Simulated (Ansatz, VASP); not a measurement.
## LiF: VASP beside Ansatz

```
CELL_PARAMETERS angstrom
0.00000 1.98126 1.98126
1.98126 0.00000 1.98126
1.98126 1.98126 0.00000
ATOMIC_POSITIONS crystal
Li 0.00000 0.00000 0.00000
F 0.50000 0.50000 0.50000
```

Alike in both runs: task relaxation of the atoms; functional r2SCAN; k mesh 12 × 12 × 12; occupations fermi-dirac, width 0.02 eV; no spin polarisation.

|  | VASP | Ansatz |
| --- | --- | --- |
| version | VASP 6.6.1 | Ansatz 0.2.0 |
| potentials or method | VASP PAW PBE potentials, release 64 (Li_sv, F), cutoff 520 eV | PAW plane waves |
| valence electrons in the cell | 10 | 10 |

```tsv
	VASP	Ansatz	Ansatz less VASP
gap on the k mesh at the Fermi level, each at its own relaxed structure (eV)	10.75	10.54	-0.212
```

VASP's potentials were made for PBE, not for r2SCAN. Ansatz's warnings: stress scf threshold loose.

Noted on VASP's run: the cutoff is short for stress, so the pressure is rough; the relaxation stopped at its first step, so nothing moved.
